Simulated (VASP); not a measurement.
# C (I4/mmm) in VASP: single point with PBEsol

Aim: the single point of C with PBEsol.

All numbers are computed with VASP 6.6.1; they aren't measurements. Logs are shortened: lines on timing, memory, paths and dates and some standing lists are left out, and cuts for length are marked.

## 1. The cell of the first run

It takes space group I4/mmm (No. 139, tetragonal). Conventional cell: a = 5.358 Å, b = 5.358 Å, c = 3.097 Å, α = 90.00°, β = 90.00°, γ = 90.00°. Within 2.5 Å of C (site symmetry m2m) lie 4 C at 1.89 to 1.92 Å.

## 2. Single point, PBEsol (Si replaced by C, lengths x 0.811, strained)

The input, INCAR:

```
ALGO = Normal
EDIFF = 1E-6
ENCUT = 520
GGA = PS
ISIF = 2
ISMEAR = 0
LASPH = T
LCHARG = F
LREAL = F
LWAVE = F
NBANDS = 16
NELM = 80
PREC = Accurate
SIGMA = 0.02
```

The input, KPOINTS:

```
k-points
0
Gamma
  10 10 10
```

The input, POSCAR:

```
C
1.0
   -2.6788880432      2.6788880432      1.5486219313
    2.6788880432     -2.6788880432      1.5486219313
    2.6788880432      2.6788880432     -1.5486219313
C
4
Direct
    0.1788010600      0.1788010600      0.3576021200
    0.8211989400      0.8211989400      0.6423978800
    0.1788010600      0.8211989400      0.0000000000
    0.8211989400      0.1788010600      0.0000000000
```

Potentials or basis: VASP PAW PBE potentials, release 64 (C).

Command:

```console
$ cat potpaw_PBE.64/C/POTCAR > POTCAR
$ mpirun -np 1 vasp_std > vasp.out
```

OUTCAR:

```text
EDIFF = 1E-6
   ENCUT = 520
   GGA = PS
   ISIF = 2
   ISMEAR = 0
   LASPH = T
   LREAL = F
   NELM = 80
   PREC = Accurate

 ion  position               nearest neighbor table
   1  0.179  0.179  0.358-   2 1.89   2 1.89   3 1.92   4 1.92
   2  0.821  0.821  0.642-   1 1.89   1 1.89   4 1.92   3 1.92
   3  0.179  0.821  0.000-   4 1.89   4 1.89   2 1.92   1 1.92
   4  0.821  0.179  0.000-   3 1.89   3 1.89   2 1.92   1 1.92

  LATTYP: Found a body centered tetragonal cell.
 ALAT       =     5.3577760864
 C/A-ratio  =     0.5780838566

  Lattice vectors:

 A1 = (  -2.6788880432,   2.6788880432,   1.5486219313)
 A2 = (   2.6788880432,  -2.6788880432,   1.5486219313)
 A3 = (   2.6788880432,   2.6788880432,  -1.5486219313)

Analysis of symmetry for initial positions (statically):
=====================================================================
 Subroutine PRICEL returns:
 Original cell was already a primitive cell.

 Routine SETGRP: Setting up the symmetry group for a
 body centered tetragonal supercell.

 Subroutine GETGRP returns: Found 16 space group operations
 (whereof 16 operations were pure point group operations)
 out of a pool of 16 trial point group operations.

The static configuration has the point symmetry D_4h.

Analysis of symmetry for dynamics (positions and initial velocities):
=====================================================================
 Subroutine PRICEL returns:
 Original cell was already a primitive cell.

 Routine SETGRP: Setting up the symmetry group for a
 body centered tetragonal supercell.

 Subroutine GETGRP returns: Found 16 space group operations
 (whereof 16 operations were pure point group operations)
 out of a pool of 16 trial point group operations.

The dynamic configuration has the point symmetry D_4h.

 Subroutine INISYM returns: Found 16 space group operations
 (whereof 16 operations are pure point group operations),
 and found     1 'primitive' translations

----------------------------------------------------------------------------------------

                                     Primitive cell

  volume of cell :      44.4544

  direct lattice vectors                    reciprocal lattice vectors
    -2.678888043  2.678888043  1.548621931     0.000000000  0.186644605  0.322867699
     2.678888043 -2.678888043  1.548621931     0.186644605  0.000000000  0.322867699
     2.678888043  2.678888043 -1.548621931     0.186644605  0.186644605  0.000000000

  length of vectors
     4.092812258  4.092812258  4.092812258     0.372933988  0.372933988  0.263955331

  position of ions in fractional coordinates (direct lattice)
     0.178801060  0.178801060  0.357602120
     0.821198940  0.821198940  0.642397880
     0.178801060  0.821198940  0.000000000
     0.821198940  0.178801060  0.000000000

  ion indices of the primitive-cell ions
   primitive index   ion index
                 1           1
                 2           2
                 3           3
                 4           4

----------------------------------------------------------------------------------------

 KPOINTS: k-points

Automatic generation of k-mesh.
 Grid dimensions read from file:
 generate k-points for:   10   10   10

 Generating k-lattice:

  Cartesian coordinates                     Fractional coordinates (reciprocal lattice)
     0.000000000  0.018664460  0.032286770     0.100000000  0.000000000  0.000000000
     0.018664460  0.000000000  0.032286770     0.000000000  0.100000000  0.000000000
     0.018664460  0.018664460  0.000000000     0.000000000  0.000000000  0.100000000

  Length of vectors
     0.037293399  0.037293399  0.026395533

  Shift w.r.t. Gamma in fractional coordinates (k-lattice)
     0.000000000  0.000000000  0.000000000

 Subroutine IBZKPT returns following result:
 ===========================================

 Found    102 irreducible k-points:

 Following reciprocal coordinates:
            Coordinates               Weight
  0.000000  0.000000  0.000000      1.000000
  0.100000  0.000000 -0.000000      8.000000
  0.200000  0.000000 -0.000000      8.000000
  0.300000  0.000000 -0.000000      8.000000
  0.400000  0.000000 -0.000000      8.000000
  0.500000  0.000000 -0.000000      4.000000
[... 16 lines left out ...]
  0.300000  0.300000 -0.000000      8.000000
  0.400000  0.300000 -0.000000     16.000000
 [... further k-points ...]
   k-points           NKPTS =    102   k-points in BZ     NKDIM =    102   number of bands    NBANDS=     16
   number of dos      NEDOS =    301   number of ions     NIONS =      4
   total plane-waves  NPLWV =  27000
   dimension x,y,z NGX =    30 NGY =   30 NGZ =   30
   dimension x,y,z NGXF=    60 NGYF=   60 NGZF=   60
   ions per type =               4
   NGX,Y,Z   is equivalent  to a cutoff of  12.19, 12.19, 12.19 a.u.
   NGXF,Y,Z  is equivalent  to a cutoff of  24.37, 24.37, 24.37 a.u.
 SYSTEM =  unknown system
   PREC   = accura    normal or accurate (medium, high low for compatibility)
   ISTART =      0    job   : 0-new  1-cont  2-samecut
   ICHARG =      2    charge: 1-file 2-atom 10-const
   ISPIN  =      1    spin polarized calculation?
   LNONCOLLINEAR =      F non collinear calculations
   LSORBIT =      F    spin-orbit coupling
   LASPH  =      T    aspherical Exc in radial PAW
   ENCUT  =  520.0 eV  38.22 Ry    6.18 a.u.   7.61  7.61  7.61*2*pi/ulx,y,z
   NELM   =     80;   NELMIN=  2; NELMDL= -5     # of ELM steps
   EDIFF  = 0.1E-05   stopping-criterion for ELM
   LREAL  =      F    real-space projection
   EDIFFG = 0.1E-04   stopping-criterion for IOM
   NSW    =      0    number of steps for IOM
   IBRION =     -1    ionic relax: 0-MD 1-quasi-New 2-CG
   NFREE  =      0    steps in history (QN), initial steepest desc. (CG)
   ISIF   =      2    stress and relaxation
   ISYM   =      2    0-nonsym 1-usesym 2-fastsym
   POTIM  = 0.5000    time-step for ionic-motion
   TEBEG  =    0.0;   TEEND  =   0.0 temperature during run
   PSTRESS=    0.0 pullay stress
   NELECT =      16.0000    total number of electrons
   NUPDOWN=      -1.0000    fix difference up-down
   EMIN   =  10.00;   EMAX   =-10.00  energy-range for DOS
   EFERMI =   0.00;   METHOD = LEGACY
   ISMEAR =     0;   SIGMA  =   0.02  broadening in eV -4-tet -1-fermi 0-gaus
   EFERMI_NEDOS =   21; number of points for ismear=-14 and -15
   IALGO  =     38    algorithm
   IMIX   =      4    mixing-type and parameters
     AMIX     =   0.40;   BMIX     =  1.00
     AMIX_MAG =   1.60;   BMIX_MAG =  1.00
  volume/ion in A,a.u.               =      11.11        75.00
  Fermi-wavevector in a.u.,A,eV,Ry     =   1.164510  2.200605 18.450645  1.356084
  Thomas-Fermi vector in A             =   2.301047
   LORBIT       =      0    0 simple, 1 ext, 2 COOP (PROOUT), +10 PAW based schemes
   GGA     = PS    functional components
   LHFCALC =     F    Hartree Fock is set to
   AEXX    =    0.0000 exact exchange contribution
   IVDW    =     0    specifies the selected vdW correction
   LEPSILON=     F    determine dielectric tensor
   LRPA    =     F    only Hartree local field effects (RPA)
 non-spin polarized calculation
 Gauss-broadening in eV      SIGMA  =   0.02
  energy-cutoff  :      520.00
  volume of cell :       44.45
 maximum number of plane-waves:      1210
   NGX = 15   NGY = 15   NGZ = 15

 number of electron      16.0000000 magnetization

 Free energy of the ion-electron system (eV)
  ---------------------------------------------------
  ext. energy  EPLUGINS =         0.00000000
  ---------------------------------------------------
  free energy    TOTEN  =       -29.45200717 eV

  energy without entropy =      -29.45200717  energy(sigma->0) =      -29.45200717

 E-fermi :   2.3752     XC(G=0): -10.2257

 val. band max:        2.2145696247   @ k =   0.5000   0.5000   0.5000
 cond. band min:       4.1783069163   @ k =   0.3000   0.2000   0.2000
 fundamental gap:      1.9637372916
 Fermi energy:         2.3751853727

 k-point     1 :       0.0000    0.0000    0.0000
  band No.  band energies     occupation
      1     -12.5666      2.00000
      2      -7.1734      2.00000
      3      -4.3109      2.00000
      4      -4.3109      2.00000
      5      -1.6321      2.00000
      6       0.5347      2.00000
[... 8 lines left out ...]
     15      11.5883      0.00000
     16      11.6257      0.00000

 k-point     2 :       0.1000    0.0000   -0.0000
  band No.  band energies     occupation
      1     -12.4192      2.00000
      2      -7.2019      2.00000
      3      -4.4766      2.00000
      4      -4.1349      2.00000
      5      -1.5781      2.00000
      6      -0.0441      2.00000
[... 8 lines left out ...]
     15      11.3581      0.00000
     16      11.4062      0.00000

 k-point     3 :       0.2000    0.0000   -0.0000
  band No.  band energies     occupation
      1     -11.9847      2.00000
      2      -7.2153      2.00000
      3      -4.9857      2.00000
      4      -3.8701      2.00000
      5      -1.5347      2.00000
      6      -1.1104      2.00000
[... 8 lines left out ...]
     15      10.8041      0.00000
     16      12.2565      0.00000

 k-point     4 :       0.3000    0.0000   -0.0000
  band No.  band energies     occupation
      1     -11.2945      2.00000
      2      -7.1116      2.00000
      3      -5.8814      2.00000
      4      -4.1099      2.00000
      5      -2.0698      2.00000
      6      -1.4093      2.00000
[... 8 lines left out ...]
     15      10.1901      0.00000
     16      12.6623      0.00000

 k-point     5 :       0.4000    0.0000   -0.0000
  band No.  band energies     occupation
      1     -10.4511      2.00000
      2      -6.9933      2.00000
      3      -6.8839      2.00000
      4      -4.7276      2.00000
      5      -2.4717      2.00000
      6      -1.4123      2.00000
[... 8 lines left out ...]
     15      11.1640      0.00000
     16      12.5286      0.00000

 k-point     6 :       0.5000    0.0000   -0.0000
  band No.  band energies     occupation
      1      -9.9219      2.00000
      2      -7.6430      2.00000
      3      -6.7249      2.00000
      4      -5.0619      2.00000
      5      -2.5800      2.00000
      6      -1.3963      2.00000
[... 8 lines left out ...]
     15      11.6743      0.00000
     16      12.3305      0.00000
[... 267 lines left out ...]
 k-point    21 :      -0.3000    0.2000    0.0000
  band No.  band energies     occupation
      1     -11.9915      2.00000
      2      -8.4279      2.00000
      3      -4.6373      2.00000
      4      -3.5191      2.00000
      5      -0.4984      2.00000
      6      -0.3839      2.00000
[... 8 lines left out ...]
     15      10.7027      0.00000
     16      11.3628      0.00000

 k-point    22 :      -0.2000    0.2000    0.0000
  band No.  band energies     occupation
      1     -12.2768      2.00000
      2      -8.1312      2.00000
      3      -4.1652      2.00000
      4      -4.0927      2.00000
      5      -0.7202      2.00000
      6       0.3376      2.00000
[... 8 lines left out ...]
     15      11.0580      0.00000
     16      11.1335      0.00000

 k-point    23 :       0.3000    0.3000   -0.0000
  band No.  band energies     occupation
      1      -9.8093      2.00000
      2      -8.1349      2.00000
      3      -7.0849      2.00000
      4      -4.4701      2.00000
      5      -2.7015      2.00000
      6      -0.7238      2.00000
[... 8 lines left out ...]
     15      10.3697      0.00000
     16      11.8657      0.00000

 k-point    24 :       0.4000    0.3000   -0.0000
  band No.  band energies     occupation
      1     -10.3301      2.00000
      2      -8.8726      2.00000
      3      -6.2151      2.00000
      4      -3.6877      2.00000
      5      -2.3744      2.00000
      6      -0.8904      2.00000
[... 8 lines left out ...]
     15      10.0132      0.00000
     16      11.0570      0.00000

 [... further k-points ...]

------------------------ aborting loop because EDIFF is reached ----------------------------------------

  FORCE on cell =-STRESS in cart. coord.  units (eV):
  Direction    XX          YY          ZZ          XY          YZ          ZX
  --------------------------------------------------------------------------------------
  -------------------------------------------------------------------------------------
  Total      -19.8592973    -19.8592973    -21.7093439      0.0000000      0.0000000      0.0000000
  in kB     -715.7476565   -715.7476565   -782.4250671      0.0000000      0.0000000      0.0000000
  external PRESSURE =    -737.9734600 kB  Pullay stress =       0.0000000 kB

 VOLUME and BASIS-vectors are now :
 -----------------------------------------------------------------------------
  energy-cutoff  :      520.00
  volume of cell :       44.45
      direct lattice vectors                 reciprocal lattice vectors
    -2.678888043  2.678888043  1.548621931     0.000000000  0.186644605  0.322867699
     2.678888043 -2.678888043  1.548621931     0.186644605  0.000000000  0.322867699
     2.678888043  2.678888043 -1.548621931     0.186644605  0.186644605  0.000000000

 POSITION                                       TOTAL-FORCE (eV/Angst)
 -----------------------------------------------------------------------------------
      0.95798      0.95798     -0.00000        -0.353188     -0.353188      0.000000
      1.72091      1.72091      1.54862         0.353188      0.353188     -0.000000
      1.72091     -1.72091      1.54862         0.353188     -0.353188     -0.000000
     -1.72091      1.72091      1.54862        -0.353188      0.353188      0.000000
 -----------------------------------------------------------------------------------
    total drift:                                0.000000      0.000000      0.000000

  FREE ENERGIE OF THE ION-ELECTRON SYSTEM (eV)
  ---------------------------------------------------
  free  energy   TOTEN  =       -29.4520071740 eV

  energy  without entropy=      -29.4520071740  energy(sigma->0) =      -29.45200717
```

Wall time 62 s (1 thread of Intel Xeon 8259CL, shared host); peak memory 0.19 GiB.

Results:

| Item | Value |
| --- | --- |
| Free energy | -29.4520 eV |
| Pressure | -73.8 GPa |
| Largest force | 0.499 eV/Å |
| Band gap on the k mesh | 1.96 eV, indirect (least direct gap 2.11 eV) |

Forces on the atoms (eV/Å):
```
C   -0.353 -0.353  0.000
C    0.353  0.353  0.000
C    0.353 -0.353  0.000
C   -0.353  0.353  0.000
```

Caveat: the cell differs from its parent crystal (Si replaced by C, lengths x 0.811, strained); the PAW data sets were made with another functional, which shifts forces and pressure a little. A k mesh can miss the band edges.
